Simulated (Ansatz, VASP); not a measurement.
## Two plane-wave programs on W

INCAR

```
AGGAC = 1.0 ; AGGAX = 1.0
ALDAC = 0.0 ; ALDAX = 1.0
ALGO = Normal ; EDIFF = 1E-6
ENCUT = 520 ; GGA = B5
ISIF = 2 ; ISMEAR = -1
LASPH = True ; LCHARG = True
LELF = True ; LREAL = False
LVHAR = True ; LWAVE = False
NBANDS = 13 ; NELM = 60
PREC = Accurate ; SIGMA = 0.1
```

File KPOINTS:

```
k-points
0
Gamma
  15 15 15
```

Contents of POSCAR:

```
W
1.0
    0.0000000000      1.9858429963      1.9858429963
    1.9858429963      0.0000000000      1.9858429963
    1.9858429963      1.9858429963      0.0000000000
W
1
Direct
    0.0000000000      0.0000000000      0.0000000000
```

Input for Ansatz:

```yaml
crystal:
  lattice:
    - [0.0, 1.9858429963, 1.9858429963]
    - [1.9858429963, 0.0, 1.9858429963]
    - [1.9858429963, 1.9858429963, 0.0]
  atoms:
    - { symbol: W, position: [0.0, 0.0, 0.0] }
hamiltonian:
  xc: blyp
  pseudopotentials:
    kind: paw
    azcp:
      W: "pseudopotentials/W.paw.azcp"
basis:
  ecutwfc: 420
  fft_grid_basis: typed
kpoints:
  mp_grid: { grid: [15, 15, 15], shift: [0, 0, 0] }
magnetization:
  spin_polarized: false
scf:
  occupations: { method: fermi_dirac, width: 0.1 }
  lower_state_search: "off"
output:
  stress: true
```

Alike in both runs: task single point; functional BLYP; k mesh 15 × 15 × 15; occupations fermi-dirac, width 0.1 eV; no spin polarisation.

|  | VASP | Ansatz |
| --- | --- | --- |
| version | VASP 6.6.1 | Ansatz 0.2.0 |
| potentials or method | VASP PAW PBE potentials, release 64 (W_sv), cutoff 520 eV | plane waves (420 eV) with PAW, scalar-relativistic |
| valence electrons in the cell | 14 | 14 |

Ansatz gave:

| Quantity | Value |
| --- | --- |
| pressure (GPa) | 25.0 |

Question: What did VASP give for the same quantities?

Answer: Pressure (GPa): 27.0.

VASP's potentials were made for PBE, not for BLYP.

Neither program's run includes spin-orbit coupling.
